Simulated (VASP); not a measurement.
A run of VASP 6.6.1 is set up as follows.

POSCAR

```
Ta
1.0
   -1.4720941736      1.4720941736      2.0815411614
    1.4720941736     -1.4720941736      2.0815411614
    1.4720941736      1.4720941736     -2.0815411614
Ta
1
Direct
    0.0000000000      0.0000000000      0.0000000000
```

File INCAR.step1:

```
PREC     = Accurate       # precision mode
ENCUT    = 520            # plane-wave cutoff, eV
ISMEAR   = 0              # smearing method
SIGMA    = 0.15           # smearing width, eV
LREAL    = False          # projectors in reciprocal space
LASPH    = True           # aspherical terms in the spheres
NELM     = 60             # most SCF steps
NBANDS   = 12             # bands
GGA      = PE             # functional
ALGO     = Normal         # electronic algorithm
EDIFF    = 1E-4           # SCF threshold, eV
LWAVE    = True           # write WAVECAR
LCHARG   = False          # write CHGCAR
```

File INCAR.step2:

```
PREC     = Accurate       # precision mode
ENCUT    = 520            # plane-wave cutoff, eV
EDIFF    = 1E-6           # SCF threshold, eV
ISMEAR   = 0              # smearing method
SIGMA    = 0.15           # smearing width, eV
LREAL    = False          # projectors in reciprocal space
LASPH    = True           # aspherical terms in the spheres
NELM     = 60             # most SCF steps
ALGO     = Normal         # electronic algorithm
ISIF     = 2              # what is computed and relaxed
LWAVE    = False          # write WAVECAR
LCHARG   = True           # write CHGCAR
METAGGA  = R2SCAN         # meta-GGA
LMIXTAU  = True         
LELF     = True           # ELF
LVHAR    = True         
NBANDS   = 12             # bands
ISTART   = 1
```

The input KPOINTS:

```
regular mesh
0
Gamma
  28 28 28
```

Potentials or basis: VASP PAW PBE potentials, release 64 (Ta_pv).

Command:

```console
$ cat potpaw_PBE.64/Ta_pv/POTCAR > POTCAR
$ cp INCAR.step1 INCAR
$ mpirun -np 1 vasp_std > vasp.out
$ cp INCAR.step2 INCAR
$ mpirun -np 1 vasp_std > vasp.out
```

(1) Predict the band gap on the k mesh.

(2) What does it give for the pressure?

Answers

(1) zero (an odd number of electrons rules out a gap without spin polarisation).

(2) 7.2 GPa.

Caveat: the cell stands under pressure; the PAW data sets were made with another functional, which shifts forces and pressure a little; spin-orbit coupling is left out, which moves the levels of the heavy elements.
